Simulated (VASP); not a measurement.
The system is TbMo.

```
CELL_PARAMETERS angstrom
3.61578 0.00000 0.00000
0.00000 3.61578 0.00000
0.00000 0.00000 3.61578
ATOMIC_POSITIONS crystal
Tb 0.50000 0.50000 0.50000
Mo 0.00000 0.00000 0.00000
```

The cell was generated, and may not be a known phase.

```yaml
Program: VASP 6.6.1
Task: relaxation of cell and atoms
Functional: PBE
Potentials_or_basis: VASP PAW PBE potentials, release 64 (Tb_3, Mo_sv), 4f in core
Cutoff: 500 eV
k_mesh: 6 × 6 × 6
Occupations: gaussian, width 0.1 eV
Spin: no spin polarisation
```

At the start: pressure -7.3 GPa; volume 23.64 Å³/atom.

**Question.** How do energy, volume and symmetry change on relaxing?

**Answer.** Over 3 steps the energy falls by 52.0 meV/atom and the volume is 21.51 Å³/atom (-9.0 %); space group Pm-3m (No. 221, to 0.1 Å) before and after.

The path:
```csv
step,energy change (eV),largest force (eV/Å),pressure (GPa),volume (Å³)
1,0.0000,0.0000,-7.29,47.27
2,-0.0524,0.0000,6.33,40.29
3,-0.1039,0.0000,-0.02,43.02
```

Final structure:
```
Tb Mo
1.0
     3.50385    0.00000    0.00000
     0.00000    3.50385    0.00000
     0.00000    0.00000    3.50385
Tb Mo
1 1
Cartesian
  1.7519 1.7519 1.7519
  0.0000 0.0000 0.0000
```
